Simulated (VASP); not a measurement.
B:

```
CELL_PARAMETERS angstrom
2.44941 1.41417 4.17120
-2.44941 1.41417 4.17120
0.00000 -2.82833 4.17120
ATOMIC_POSITIONS crystal
B 0.00986 0.65443 0.00986
B 0.00986 0.00986 0.65443
B 0.65443 0.00986 0.00986
B 0.34557 0.99014 0.99014
B 0.99014 0.34557 0.99014
B 0.99014 0.99014 0.34557
B 0.22050 0.63176 0.22050
B 0.22050 0.22050 0.63176
B 0.63176 0.22050 0.22050
B 0.36824 0.77950 0.77950
B 0.77950 0.36824 0.77950
B 0.77950 0.77950 0.36824
```

Base run:

* Program: VASP 6.6.1
* Functional: r2SCAN
* Potentials or basis: VASP PAW PBE potentials, release 64 (B)
* Cutoff: 520 eV
* k mesh: 6 × 6 × 6
* Occupations: gaussian, width 0.01 eV
* Spin: no spin polarisation

Its results: band gap on the k mesh 1.64 eV (least direct gap 2.06 eV); pressure 0.2 GPa; largest force 0.021 eV/Å.

Problem. The run is repeated on the same cell with these changes: functional from r2SCAN to PBE; occupations from gaussian, width 0.01 eV to fermi-dirac, width 0.02 eV. What comes out?

Solution. Band gap on the k mesh 1.55 eV (least direct gap 1.93 eV); pressure 1.1 GPa; largest force 0.151 eV/Å.

Caveats: the PAW data sets were made with another functional, which shifts forces and pressure a little (at least some runs).

A k mesh can miss the band edges.
